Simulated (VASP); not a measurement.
**GaAs3: single point with PBE**

Crystal: GaAs3.

```xyz
8
Lattice="6.5307 0.0000 0.0000 -3.2654 5.6558 0.0000 0.0000 0.0000 4.9664" Properties=species:S:1:pos:R:3 pbc="T T T"
Ga    0.0000    3.7705    2.4832
Ga    3.2654    1.8853    2.4832
As    2.2583    0.0000    0.7220
As   -1.1292    1.9558    0.7220
As    2.1362    3.7000    0.7220
As   -2.1362    3.7000    4.2444
As    4.2724    0.0000    4.2444
As    1.1292    1.9558    4.2444
```

The cell was built from a structure type or drawn by symmetry, and may not be a known phase.

| Item | Value |
| --- | --- |
| Program | VASP 6.6.1 |
| Task | single point |
| Functional | PBE |
| Potentials or basis | VASP PAW PBE potentials, release 64 (Ga_d, As) |
| Cutoff | 520 eV |
| k mesh | 6 × 6 × 8 |
| Occupations | gaussian, width 0.1 eV |
| Spin | no spin polarisation |
| Dipole correction | no |
| Further INCAR settings | ALGO = Normal; EDIFF = 1e-07; NBANDS = 38 |

The pressure is 0.2 GPa and the largest force is 0.039 eV/Å. The band gap on the k mesh is zero (bands 28 and 29 overlap by 1.58 eV).

Forces in eV/Å, atoms in the order of the input:
```
Ga   0.000  0.000  0.000
Ga   0.000  0.000  0.000
As  -0.023  0.000  0.032
As   0.012 -0.020  0.032
As   0.012  0.020  0.032
As  -0.012  0.020 -0.032
As   0.023  0.000 -0.032
As  -0.012 -0.020 -0.032
```

Levels at points of the mesh, in eV from the Fermi level:
| k point | band 24 | band 25 | band 26 | band 27 | band 28 | band 29 | band 30 | band 31 | band 32 | band 33 |
| --- | --- | --- | --- | --- | --- | --- | --- | --- | --- | --- |
| (0.00, 0.00, 0.00) | -1.49 | -1.33 | -1.28 | -1.28 | -0.77 | -0.77 | -0.36 | 0.06 | 0.06 | 1.82 |
| (0.50, 0.00, 0.00) | -3.18 | -2.99 | -1.69 | -1.36 | -0.44 | 0.44 | 0.94 | 1.81 | 1.85 | 2.32 |
| (0.00, 0.00, 0.50) | -3.35 | -1.27 | -1.23 | -1.23 | 0.44 | 1.46 | 1.46 | 3.12 | 3.12 | 3.30 |
| (0.50, 0.00, 0.50) | -2.15 | -2.05 | -1.53 | -1.14 | -0.43 | 0.18 | 0.64 | 1.26 | 2.33 | 2.45 |

It took 2.6 min on 1 thread of Intel(R) Xeon(R) 6975P-C (Granite Rapids) (shared host), peak memory 0.45 GiB.
